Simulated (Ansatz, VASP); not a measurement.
One calculation of GaN, two programs

```
Ga N
1.0
     0.00000    1.99250    1.97257
     1.99250    0.00000    1.97257
     1.99250    1.99250    0.00000
Ga N
1 1
Cartesian
  1.9925 1.9925 1.9726
  0.0000 0.0000 0.0000
```

Change from the starting cell: zz strain of -1 %, crystal datasets.

Alike in both runs: task electric field gradients; functional PBEsol; k mesh 10 × 10 × 10; occupations fermi-dirac, width 0.02 eV; no spin polarisation.

|  | VASP | Ansatz |
| --- | --- | --- |
| version | VASP 6.6.1 | Ansatz 0.2.0 |
| potentials or method | VASP PAW PBE potentials, release 64 (Ga_d, N), cutoff 520 eV | all-electron PAW with datasets made for the crystal, scalar-relativistic |

VASP gave:

| Property | Result |
| --- | --- |
| gap on the k mesh at the Fermi level (eV) | 1.69 |
| pressure (GPa) | 64.4 |
| traceless stress, the component that is largest in VASP (GPa) | 3.52 |
| size of Vzz on the site where it differs most (V/Å²) | 10.6 |

Q: What did Ansatz give for the same quantities?

A: gap on the k mesh at the Fermi level (eV): 1.71; pressure (GPa): 63.7; traceless stress, the component that is largest in VASP (GPa): 3.58; size of Vzz on the site where it differs most (V/Å²): 10.7.

VASP's potentials were made for PBE, not for PBEsol. Both programs put the cell under a high pressure, so it lies far from rest at this level. Ansatz ran all-electron here, and VASP with PAW potentials.

Noted on VASP's run: the cell as given lies far from equilibrium.
